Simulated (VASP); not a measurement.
The system is In3Sb.

```
CELL_PARAMETERS angstrom
4.83696 0.00000 0.00000
0.00000 4.83696 0.00000
0.00000 0.00000 4.83696
ATOMIC_POSITIONS crystal
In 0.50000 0.50000 0.00000
In 0.50000 0.00000 0.50000
In 0.00000 0.50000 0.50000
Sb 0.00000 0.00000 0.00000
```

Base run:

```yaml
Program: VASP 6.6.1
Functional: r2SCAN
Potentials_or_basis: VASP PAW PBE potentials, release 64 (In_d, Sb)
Cutoff: 520 eV
k_mesh: 5 × 5 × 5
Occupations: gaussian, width 0.05 eV
Spin: no spin polarisation
```

Its results: band gap on the k mesh zero (band 22 reaches 7.26 eV, above the bottom of band 23 at 5.02 eV); pressure -0.4 GPa.

Question: The run is repeated on the same cell with these changes: occupations from gaussian, width 0.05 eV to gaussian, width 0.4 eV. What comes out?

Answer: Band gap on the k mesh zero (band 22 reaches 7.24 eV, above the bottom of band 23 at 5.03 eV); pressure -0.8 GPa.

Caveats: the PAW data sets were made with another functional, which shifts forces and pressure a little; spin-orbit coupling is left out, which moves the levels of the heavy elements.
